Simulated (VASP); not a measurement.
# Ru8N in VASP: further runs

The runs below take Ru8N through single point, with PBE+D3(BJ).

All numbers are computed with VASP 6.6.1; they aren't measurements. Logs are shortened: lines on timing, memory, paths and dates and some standing lists are left out, and cuts for length are marked.

### 1 The cell of the first run

The cell holds a slab with vacuum, 18 atoms: a = 5.395 Å, b = 5.395 Å, c = 25.038 Å, α = 90.00°, β = 90.00°, γ = 120.00°.

### 2 Single point, PBE+D3(BJ)

Contents of INCAR:

```
PREC     = Accurate       # precision mode
ENCUT    = 520            # plane-wave cutoff, eV
EDIFF    = 1E-6           # SCF threshold, eV
ISMEAR   = 0              # smearing method
SIGMA    = 0.1            # smearing width, eV
LREAL    = False          # projectors in reciprocal space
LASPH    = True           # aspherical terms in the spheres
NELM     = 120            # most SCF steps
ALGO     = Normal         # electronic algorithm
ISIF     = 2              # what is computed and relaxed
LWAVE    = False          # write WAVECAR
LCHARG   = False          # write CHGCAR
LDIPOL   = True         
IDIPOL   = 3            
DIPOL    = 0.5 0.5 0.319
GGA      = PE             # functional
IVDW     = 12             # dispersion correction
NBANDS   = 132            # bands
GGA_COMPAT= False        
NELMDL   = -8           
KPAR     = 4
```

Contents of KPOINTS:

```
regular mesh
0
Gamma
  6 6 1
```

Contents of POSCAR:

```
Ru8N
1.0
    5.3951895594      0.0000000000      0.0000000000
   -2.6975947797      4.6723712167      0.0000000000
    0.0000000000      0.0000000000     25.0383144398
Ru N
16 2
Direct
    0.3333333333      0.1666666667      0.1597551628
    0.3333333333      0.6666666667      0.1597551628
    0.8333333333      0.1666666667      0.1597551628
    0.8333333333      0.6666666667      0.1597551628
    0.1666666667      0.3333333333      0.2449409688
    0.1666666667      0.8333333333      0.2449409688
    0.6666666667      0.3333333333      0.2449409688
    0.6666666667      0.8333333333      0.2449409688
    0.3333333333      0.1666666667      0.3299719610
    0.3333333333      0.6666666667      0.3299719610
    0.8333333333      0.1666666667      0.3299719610
    0.8333333333      0.6666666667      0.3299719610
    0.1666666667      0.3333333333      0.4128997766
    0.1666666667      0.8333333333      0.4128997766
    0.6666666667      0.3333333333      0.4128997766
    0.6666666667      0.8333333333      0.4128997766
    0.2500000000      0.6666666667      0.5566794232
    0.2500000000      0.6666666667      0.6006120930
```

Potentials or basis: VASP PAW PBE potentials, release 64 (Ru_pv, N).

Started as:

```console
$ cat potpaw_PBE.64/Ru_pv/POTCAR potpaw_PBE.64/N/POTCAR > POTCAR
$ mpirun -np 4 vasp_std > vasp.out
```

OUTCAR:

```text
PREC = Accurate
   ENCUT = 520
   EDIFF = 1E-6
   ISMEAR = 0
   LREAL = False
   LASPH = True
   NELM = 120
   ISIF = 2
   GGA = PE
   IVDW = 12
   NELMDL = -8
 IVDW          = 12

 ion  position               nearest neighbor table
   1  0.333  0.167  0.160-   5 2.64   7 2.64   6 2.64   3 2.70   3 2.70   2 2.70   2 2.70   4 2.70
                             4 2.70
   2  0.333  0.667  0.160-   6 2.64   8 2.64   5 2.64   4 2.70   4 2.70   3 2.70   1 2.70   1 2.70
                             3 2.70
   3  0.833  0.167  0.160-   7 2.64   5 2.64   8 2.64   1 2.70   1 2.70   2 2.70   4 2.70   4 2.70
                             2 2.70
   4  0.833  0.667  0.160-   8 2.64   6 2.64   7 2.64   2 2.70   2 2.70   1 2.70   3 2.70   3 2.70
                             1 2.70
   5  0.167  0.333  0.245-   9 2.64  11 2.64  10 2.64   1 2.64   3 2.64   2 2.64   7 2.70   7 2.70
                             6 2.70   6 2.70   8 2.70   8 2.70
   6  0.167  0.833  0.245-  10 2.64  12 2.64   9 2.64   2 2.64   4 2.64   1 2.64   8 2.70   8 2.70
                             7 2.70   5 2.70   5 2.70   7 2.70
   7  0.667  0.333  0.245-  11 2.64   9 2.64  12 2.64   3 2.64   1 2.64   4 2.64   5 2.70   5 2.70
                             6 2.70   8 2.70   8 2.70   6 2.70
   8  0.667  0.833  0.245-  12 2.64  10 2.64  11 2.64   4 2.64   2 2.64   3 2.64   6 2.70   6 2.70
                             5 2.70   7 2.70   7 2.70   5 2.70
   9  0.333  0.167  0.330-  13 2.60  15 2.60  14 2.60   5 2.64   7 2.64   6 2.64  11 2.70  11 2.70
                            10 2.70  10 2.70  12 2.70  12 2.70
  10  0.333  0.667  0.330-  14 2.60  16 2.60  13 2.60   6 2.64   8 2.64   5 2.64  12 2.70  12 2.70
                            11 2.70   9 2.70   9 2.70  11 2.70
  11  0.833  0.167  0.330-  15 2.60  13 2.60  16 2.60   7 2.64   5 2.64   8 2.64   9 2.70   9 2.70
                            10 2.70  12 2.70  12 2.70  10 2.70
  12  0.833  0.667  0.330-  16 2.60  14 2.60  15 2.60   8 2.64   6 2.64   7 2.64  10 2.70  10 2.70
                             9 2.70  11 2.70  11 2.70   9 2.70
  13  0.167  0.333  0.413-   9 2.60  11 2.60  10 2.60  15 2.70  15 2.70  16 2.70  14 2.70  14 2.70
                            16 2.70
  14  0.167  0.833  0.413-  10 2.60  12 2.60   9 2.60  16 2.70  16 2.70  13 2.70  13 2.70  15 2.70
                            15 2.70
  15  0.667  0.333  0.413-  11 2.60   9 2.60  12 2.60  13 2.70  13 2.70  16 2.70  16 2.70  14 2.70
                            14 2.70
  16  0.667  0.833  0.413-  12 2.60  10 2.60  11 2.60  14 2.70  14 2.70  15 2.70  15 2.70  13 2.70
                            13 2.70
  17  0.250  0.667  0.557-  18 1.10
  18  0.250  0.667  0.601-  17 1.10

  LATTYP: Found a hexagonal cell.
 ALAT       =     5.3951895594
 C/A-ratio  =     4.6408590772

  Lattice vectors:

 A1 = (   5.3951895594,   0.0000000000,   0.0000000000)
 A2 = (  -2.6975947797,   4.6723712167,   0.0000000000)
 A3 = (   0.0000000000,   0.0000000000,  25.0383144398)

Analysis of symmetry for initial positions (statically):
=====================================================================
 Subroutine PRICEL returns:
 Original cell was already a primitive cell.

 Routine SETGRP: Setting up the symmetry group for a
 hexagonal supercell.

 Subroutine GETGRP returns: Found  1 space group operations
 (whereof  1 operations were pure point group operations)
 out of a pool of 24 trial point group operations.

The static configuration has the point symmetry C_1 .

Analysis of symmetry for dynamics (positions and initial velocities):
=====================================================================
 Subroutine PRICEL returns:
 Original cell was already a primitive cell.

 Routine SETGRP: Setting up the symmetry group for a
 hexagonal supercell.

 Subroutine GETGRP returns: Found  1 space group operations
 (whereof  1 operations were pure point group operations)
 out of a pool of 24 trial point group operations.

The dynamic configuration has the point symmetry C_1 .

 Subroutine INISYM returns: Found  1 space group operations
 (whereof  1 operations are pure point group operations),
 and found     1 'primitive' translations

----------------------------------------------------------------------------------------

                                     Primitive cell

  volume of cell :     631.1741

  direct lattice vectors                    reciprocal lattice vectors
     5.395189559  0.000000000  0.000000000     0.185350299  0.107012045  0.000000000
    -2.697594780  4.672371217  0.000000000     0.000000000  0.214024090  0.000000000
     0.000000000  0.000000000 25.038314440     0.000000000  0.000000000  0.039938791

  length of vectors
     5.395189559  5.395189559 25.038314440     0.214024090  0.214024090  0.039938791

[... 60 lines left out ...]
     0.000000000  0.000000000  0.000000000

 Subroutine IBZKPT returns following result:
 ===========================================

 Found     20 irreducible k-points:

 Following reciprocal coordinates:
            Coordinates               Weight
  0.000000  0.000000  0.000000      1.000000
  0.166667  0.000000  0.000000      2.000000
  0.000000  0.166667  0.000000      2.000000
 -0.166667  0.166667  0.000000      2.000000
  0.333333  0.000000  0.000000      2.000000
  0.000000  0.333333  0.000000      2.000000
[... 12 lines left out ...]
  0.500000 -0.166667  0.000000      2.000000
  0.333333  0.333333  0.000000      2.000000
   k-points           NKPTS =     20   k-points in BZ     NKDIM =     20   number of bands    NBANDS=    132
   number of dos      NEDOS =    301   number of ions     NIONS =     18
   total plane-waves  NPLWV = 307200
   dimension x,y,z NGX =    40 NGY =   40 NGZ =  192
   dimension x,y,z NGXF=    80 NGYF=   80 NGZF=  384
   ions per type =              16   2
   NGX,Y,Z   is equivalent  to a cutoff of  12.33, 12.33, 12.75 a.u.
   NGXF,Y,Z  is equivalent  to a cutoff of  24.65, 24.65, 25.50 a.u.
 SYSTEM =  unknown system
   PREC   = accura    normal or accurate (medium, high low for compatibility)
   ISTART =      0    job   : 0-new  1-cont  2-samecut
   ICHARG =      2    charge: 1-file 2-atom 10-const
   ISPIN  =      1    spin polarized calculation?
   LNONCOLLINEAR =      F non collinear calculations
   LSORBIT =      F    spin-orbit coupling
   LASPH  =      T    aspherical Exc in radial PAW
   ENCUT  =  520.0 eV  38.22 Ry    6.18 a.u.  10.03 10.03 46.55*2*pi/ulx,y,z
   NELM   =    120;   NELMIN=  2; NELMDL= -8     # of ELM steps
   EDIFF  = 0.1E-05   stopping-criterion for ELM
   LREAL  =      F    real-space projection
   EDIFFG = 0.1E-04   stopping-criterion for IOM
   NSW    =      0    number of steps for IOM
   IBRION =     -1    ionic relax: 0-MD 1-quasi-New 2-CG
   NFREE  =      0    steps in history (QN), initial steepest desc. (CG)
   ISIF   =      2    stress and relaxation
   ISYM   =      2    0-nonsym 1-usesym 2-fastsym
   POTIM  = 0.5000    time-step for ionic-motion
   TEBEG  =    0.0;   TEEND  =   0.0 temperature during run
   PSTRESS=    0.0 pullay stress
   NELECT =     234.0000    total number of electrons
   NUPDOWN=      -1.0000    fix difference up-down
   EMIN   =  10.00;   EMAX   =-10.00  energy-range for DOS
   EFERMI =   0.00;   METHOD = LEGACY
   ISMEAR =     0;   SIGMA  =   0.10  broadening in eV -4-tet -1-fermi 0-gaus
   EFERMI_NEDOS =   21; number of points for ismear=-14 and -15
   IALGO  =     38    algorithm
   IMIX   =      4    mixing-type and parameters
     AMIX     =   0.40;   BMIX     =  1.00
     AMIX_MAG =   1.60;   BMIX_MAG =  1.00
  volume/ion in A,a.u.               =      35.07       236.63
  Fermi-wavevector in a.u.,A,eV,Ry     =   1.176063  2.222436 18.818531  1.383123
  Thomas-Fermi vector in A             =   2.312433
   LORBIT       =      0    0 simple, 1 ext, 2 COOP (PROOUT), +10 PAW based schemes
   GGA     = PE    functional components
   LHFCALC =     F    Hartree Fock is set to
   AEXX    =    0.0000 exact exchange contribution
   IVDW    =    12    specifies the selected vdW correction
   LEPSILON=     F    determine dielectric tensor
   LRPA    =     F    only Hartree local field effects (RPA)
 non-spin polarized calculation
 Gauss-broadening in eV      SIGMA  =   0.10
  energy-cutoff  :      520.00
  volume of cell :      631.17
 maximum number of plane-waves:     17040
   NGX = 21   NGY = 21   NGZ = 93

 dipolmoment           0.000000      0.000000      0.706096 electrons x Angstroem

 number of electron     234.0000048 magnetization

 dipolmoment           0.000000      0.000000     -0.018257 electrons x Angstroem

 Free energy of the ion-electron system (eV)
  ---------------------------------------------------
  ext. energy  EPLUGINS =         0.00000000
  ---------------------------------------------------
  free energy    TOTEN  =      -155.99769900 eV

  energy without entropy =     -155.90185270  energy(sigma->0) =     -155.94977585

 E-fermi :   1.4692     XC(G=0):  -6.1941

 val. band max:        1.4680384309   @ k =   0.5000   0.0000   0.0000
 cond. band min:       1.4926600015   @ k =  -0.3333   0.3333   0.0000
 fundamental gap:      0.0246215706
 Fermi energy:         1.4692283560

 k-point     1 :       0.0000    0.0000    0.0000
  band No.  band energies     occupation
      1     -42.2273      2.00000
      2     -42.2267      2.00000
      3     -42.2262      2.00000
      4     -42.2017      2.00000
      5     -42.1543      2.00000
      6     -42.1543      2.00000
[... 2629 lines left out ...]
    128       2.3037      0.00000
    129       2.3291      0.00000
 [bands above 129 left out]

------------------------ aborting loop because EDIFF is reached ----------------------------------------

 vacuum level on the upper side and lower side of the slab       (xc-potential included)        -0.252        -0.121

 Edisp (eV)   -7.51996

 E8    (eV) :    -3.5332

  FORCE on cell =-STRESS in cart. coord.  units (eV):
  Direction    XX          YY          ZZ          XY          YZ          ZX
  --------------------------------------------------------------------------------------
  -------------------------------------------------------------------------------------
  Total     -11.95660   -11.96252    -2.05218     0.00739     0.01100    -0.01745
  in kB     -30.35073   -30.36575    -5.20927     0.01876     0.02793    -0.04431
  external pressure =      -21.98 kB  Pullay stress =        0.00 kB

 VOLUME and BASIS-vectors are now :
 -----------------------------------------------------------------------------
  energy-cutoff  :      520.00
  volume of cell :      631.17
      direct lattice vectors                 reciprocal lattice vectors
     5.395189559  0.000000000  0.000000000     0.185350299  0.107012045  0.000000000
    -2.697594780  4.672371217  0.000000000     0.000000000  0.214024090  0.000000000
     0.000000000  0.000000000 25.038314440     0.000000000  0.000000000  0.039938791

 POSITION                                       TOTAL-FORCE (eV/Angst)
 -----------------------------------------------------------------------------------
      1.34880      0.77873      4.00000         0.004447      0.003199      0.509782
     -0.00000      3.11491      4.00000         0.000115     -0.000495      0.518938
      4.04639      0.77873      4.00000        -0.004387      0.002930      0.510028
      2.69759      3.11491      4.00000        -0.000200     -0.005568      0.510285
      0.00000      1.55746      6.13291        -0.000653     -0.003771     -0.524678
     -1.34880      3.89364      6.13291        -0.003075      0.001713     -0.522502
[... 10 lines left out ...]
     -0.44960      3.11491     13.93831        -0.007863      0.004400     -2.139552
     -0.44960      3.11491     15.03831         0.002292     -0.001248      2.133006
 -----------------------------------------------------------------------------------
    total drift:                                0.000008     -0.000000     -0.001289

  FREE ENERGIE OF THE ION-ELECTRON SYSTEM (eV)
  ---------------------------------------------------
  free  energy   TOTEN  =      -163.5176574534 eV

  energy  without entropy=     -163.4218111500  energy(sigma->0) =     -163.46973430

 vacuum level on the upper side and lower side of the slab         6.243         6.379
```

Run time: 28 min. Hardware: 4 MPI ranks of Intel Xeon Platinum 8259CL at 2.50GHz (Skylake/Cascade Lake), shared host; peak memory 1.4 GiB.

Results:

| Quantity | Value |
| --- | --- |
| Free energy | -163.5177 eV |
| Largest force | 2.140 eV/Å |
| Band gap on the k mesh | zero (bands 117 and 118 overlap by 1.26 eV) |
| Dispersion energy per atom | -0.418 eV |

Forces on the atoms (eV/Å):
```
Ru   0.004  0.003  0.510
Ru   0.000  0.000  0.519
Ru  -0.004  0.003  0.510
Ru   0.000 -0.006  0.510
Ru  -0.001 -0.004 -0.525
Ru  -0.003  0.002 -0.523
Ru   0.002  0.000 -0.520
Ru   0.003  0.002 -0.526
Ru   0.006  0.009  0.014
Ru   0.008 -0.002 -0.035
Ru  -0.009  0.002 -0.022
Ru  -0.007 -0.010 -0.008
Ru   0.004 -0.019  0.023
Ru  -0.011  0.009  0.037
Ru  -0.004 -0.002  0.026
Ru   0.017  0.009  0.017
N   -0.008  0.004 -2.140
N    0.002 -0.001  2.133
```

Levels at points of the mesh, in eV from the Fermi level:
| k point | band 116 | band 117 | band 118 | band 119 | band 120 | band 121 |
| --- | --- | --- | --- | --- | --- | --- |
| (0.00, 0.00, 0.00) | 1.00 | 1.00 | 1.08 | 1.08 | 1.08 | 1.19 |
| (0.50, 0.00, 0.00) | -0.57 | -0.57 | -0.07 | -0.07 | 0.00 | 0.03 |
| (0.00, 0.50, 0.00) | -0.57 | -0.57 | -0.07 | -0.07 | 0.00 | 0.03 |
| (0.50, 0.50, 0.00) | -0.57 | -0.57 | -0.07 | -0.07 | 0.00 | 0.02 |

Caveat: the standard files for N, O and F lose accuracy on very short bonds.

### 3 Single point, PBE+D3(BJ)

Contents of INCAR:

```
PREC = Accurate ; ENCUT = 520
EDIFF = 1E-6 ; ISMEAR = 0
SIGMA = 0.1 ; LREAL = False
LASPH = True ; NELM = 120
ALGO = Normal ; ISIF = 2
LWAVE = False ; LCHARG = False
LDIPOL = True ; IDIPOL = 3
DIPOL = 0.5 0.5 0.319 ; GGA = PE
IVDW = 12 ; NBANDS = 132
GGA_COMPAT = False ; NELMDL = -8
KPAR = 4
```

Contents of KPOINTS:

```
Automatic mesh
0
Gamma
  6 6 1
```

Edit POSCAR of step 2 so:

```diff
@@ -24,3 +24,3 @@
     0.6666666667      0.8333333333      0.4128997766
-    0.2500000000      0.6666666667      0.5566794232
-    0.2500000000      0.6666666667      0.6006120930
+    0.1666666667      0.4166666667      0.5566794232
+    0.1666666667      0.4166666667      0.6006120930
```

Potentials or basis: VASP PAW PBE potentials, release 64 (Ru_pv, N).

Started as:

```console
$ cat potpaw_PBE.64/Ru_pv/POTCAR potpaw_PBE.64/N/POTCAR > POTCAR
$ mpirun -np 4 vasp_std > vasp.out
```

Run time: 48 min. Hardware: 4 MPI ranks of Intel Xeon Platinum 8259CL at 2.50GHz (Skylake/Cascade Lake), shared host; peak memory 1.4 GiB.

It converged, with:

| Quantity | Value |
| --- | --- |
| Free energy | -163.5259 eV |
| Largest force | 2.160 eV/Å |
| Band gap on the k mesh | zero (bands 117 and 118 overlap by 1.26 eV) |
| Dispersion energy per atom | -0.418 eV |

Forces on the atoms (eV/Å):
```
Ru   0.004 -0.001  0.511
Ru  -0.001  0.003  0.515
Ru  -0.004  0.000  0.513
Ru   0.001 -0.002  0.511
Ru   0.001 -0.001 -0.519
Ru  -0.004 -0.001 -0.526
Ru   0.000  0.004 -0.524
Ru   0.003 -0.001 -0.527
Ru   0.019 -0.010  0.015
Ru   0.000  0.023 -0.020
Ru  -0.020 -0.011 -0.007
Ru   0.000 -0.002 -0.038
Ru   0.002 -0.003  0.073
Ru  -0.010  0.009  0.018
Ru  -0.006  0.001  0.021
Ru   0.010  0.002  0.017
N    0.008 -0.014 -2.160
N   -0.002  0.004  2.127
```

Levels at points of the mesh, in eV from the Fermi level:
```
           k point  band 115  band 116  band 117  band 118  band 119  band 120  band 121  band 122
(0.00, 0.00, 0.00)      0.19      1.00      1.00      1.08      1.08      1.08      1.19      1.19
(0.50, 0.00, 0.00)     -0.62     -0.57     -0.57     -0.07     -0.07      0.00      0.03      0.05
(0.00, 0.50, 0.00)     -0.62     -0.57     -0.57     -0.07     -0.07      0.00      0.03      0.05
(0.50, 0.50, 0.00)     -0.62     -0.57     -0.57     -0.07     -0.07      0.00      0.03      0.05
```

Caveat: the standard files for N, O and F lose accuracy on very short bonds.

The gap in the log of VASP goes by the Fermi energy; the results here count the filled bands.